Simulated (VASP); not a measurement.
Wanted: the native input for a VASP 6.6.1 run.

```yaml
Task: single point
Functional: r2SCAN
Potentials_or_basis: VASP PAW PBE potentials, release 64 (Sb, Lu)
Cutoff: 520 eV
k_mesh: 4 × 4 × 4
Occupations: fermi-dirac, width 0.1 eV
Spin: no spin polarisation
Dipole_correction: no
Further_INCAR_settings: ALGO = Normal; EDIFF = 1e-06; NBANDS = 28
```

LuSb3:

```
Sb Lu
1.0
     4.39500   -0.00001   -0.00557
     0.00111    4.17625    0.88124
     0.00422    0.86186    6.14337
Sb Lu
3 1
Direct
  0.98473 0.61334 0.46967
  0.48415 0.04334 0.51753
  0.48421 0.36822 0.03433
  0.98414 0.93103 0.90884
```

The input as run:

POSCAR

```
LuSb3
1.0
    4.3950038161     -0.0000086189     -0.0055671056
    0.0011110611      4.1762486578      0.8812410846
    0.0042202595      0.8618634200      6.1433726428
Sb Lu
3 1
Direct
   -0.0152714282      0.6133447319      0.4696731749
    0.4841535091      0.0433376104      0.5175272144
    0.4842123365      0.3682182649      1.0343323634
   -0.0158624174      0.9310313928      0.9088372473
```

INCAR.step1

```
ALGO = Normal
EDIFF = 1E-4
ENCUT = 520
GGA = PE
ISMEAR = -1
LASPH = True
LCHARG = False
LREAL = False
LWAVE = True
NBANDS = 28
NELM = 100
PREC = Accurate
SIGMA = 0.1
```

INCAR.step2

```
ALGO = Normal
EDIFF = 1E-6
ENCUT = 520
ISIF = 2
ISMEAR = -1
ISTART = 1
LASPH = True
LCHARG = False
LMIXTAU = True
LREAL = False
LWAVE = False
METAGGA = R2SCAN
NBANDS = 28
NELM = 100
PREC = Accurate
SIGMA = 0.1
```

KPOINTS

```
k-points
0
Gamma
  4 4 4
```

Potentials or basis: VASP PAW PBE potentials, release 64 (Sb, Lu).

Command:

```console
$ cat potpaw_PBE.64/Sb/POTCAR potpaw_PBE.64/Lu/POTCAR > POTCAR
$ cp INCAR.step1 INCAR
$ mpirun -np 1 vasp_std > vasp.out
$ cp INCAR.step2 INCAR
$ mpirun -np 1 vasp_std > vasp.out
```

Results of the run:

- Pressure: 0.2 GPa
- Largest force: 0.021 eV/Å
- Band gap on the k mesh: zero (bands 20 and 21 overlap by 0.48 eV)

Caveat: the k points lie up to 0.39 Å⁻¹ apart; the PAW data sets were made with another functional, which shifts forces and pressure a little; spin-orbit coupling is left out, which moves the levels of the heavy elements.

Run time: 5.5 min on 1 thread of Intel(R) Xeon(R) Platinum 8259CL CPU @ 2.50GHz (Skylake/Cascade Lake) (shared host), peak memory 0.31 GiB.
